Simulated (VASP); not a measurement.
Crystal: AlRu.

```xyz
2
Lattice="2.9916 0.0000 0.0000 0.0000 2.9916 0.0000 0.0000 0.0000 2.9916" Properties=species:S:1:pos:R:3 pbc="T T T"
Al    0.0000    0.0000    0.0000
Ru    1.4958    1.4958    1.4958
```

Base run:

```yaml
Program: VASP 6.6.1
Functional: PBE
Potentials_or_basis: VASP PAW PBE potentials, release 64 (Al, Ru_pv)
Cutoff: 500 eV
k_mesh: 11 × 11 × 11
Occupations: fermi-dirac, width 0.15 eV
Spin: no spin polarisation
```

Its results: band gap on the k mesh zero (an odd number of electrons rules out a gap without spin polarisation); pressure 3.1 GPa.

Problem. The run is repeated on the same cell with these changes: functional from PBE to LDA; potentials or basis from VASP PAW PBE potentials, release 64 (Al, Ru_pv) to VASP PAW LDA potentials, release 64 (Al, Ru_pv). What comes out?

Solution. Band gap on the k mesh zero (an odd number of electrons rules out a gap without spin polarisation); pressure -7.1 GPa.

Caveats: the cell stands under pressure (at least some runs); the cell stands under tension (at least some runs).
